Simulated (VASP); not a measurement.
Here is a VASP 6.6.1 calculation.

Contents of INCAR:

```
PREC = Accurate ; ENCUT = 600
EDIFF = 1E-7 ; ISMEAR = 0
SIGMA = 0.1 ; LREAL = F
LASPH = T ; NELM = 80
ALGO = Normal ; ISIF = 3
LWAVE = F ; LCHARG = F
GGA = PE ; IBRION = 2
NSW = 90 ; EDIFFG = -0.04
```

KPOINTS

```
regular mesh
0
Gamma
  4 4 4
```

File POSCAR:

```
Sn3PbO4
1.0
   -2.7730035200      2.7730035200      4.9241386000
    2.7730035200     -2.7730035200      4.9241386000
    2.7730035200      2.7730035200     -4.9241386000
Sn Pb O
3 1 4
Direct
    0.1300000000      0.1300000000      0.0000000000
    0.3700000000      0.8700000000      0.5000000000
    0.8700000000      0.3700000000      0.5000000000
    0.6300000000      0.6300000000      0.0000000000
    0.5000000000      0.0000000000      0.0000000000
    0.0000000000      0.5000000000      0.0000000000
    0.5000000000      0.5000000000      0.5000000000
    0.0000000000      0.0000000000      0.5000000000
```

Potentials or basis: VASP PAW PBE potentials, release 64 (Sn_d, Pb_d, O).

The run is started by

```bash
$ cat potpaw_PBE.64/Sn_d/POTCAR potpaw_PBE.64/Pb_d/POTCAR potpaw_PBE.64/O/POTCAR > POTCAR
$ mpirun -np 1 vasp_std > vasp.out
```

**Question.** What does it give for the relaxed volume?

**Answer.** 19.67 Å³/atom.

**Question.** What does it give for the band gap on the k mesh?

**Answer.** 0.69 eV, indirect (least direct gap 1.87 eV).

Final structure:
```xyz
8
Lattice="-2.7622 2.7622 5.1572 2.7622 -2.7622 5.1572 2.7622 2.7622 -5.1572" Properties=species:S:1:pos:R:3 pbc="T T T"
Sn    0.0000    0.0000    1.4520
Sn    2.7622    0.0000    3.7208
Sn    0.0000    2.7622    3.7208
Pb    0.0000    0.0000    6.4540
O    -1.3561    1.3561    2.6096
O     1.3561   -1.3561    2.6096
O     1.3561    1.3561    2.6096
O     1.4060    1.4060   -2.5476
```

Caveat: spin-orbit coupling is left out, which moves the levels of the heavy elements. A hybrid or GW would open this gap; PBE tends to underestimate it.
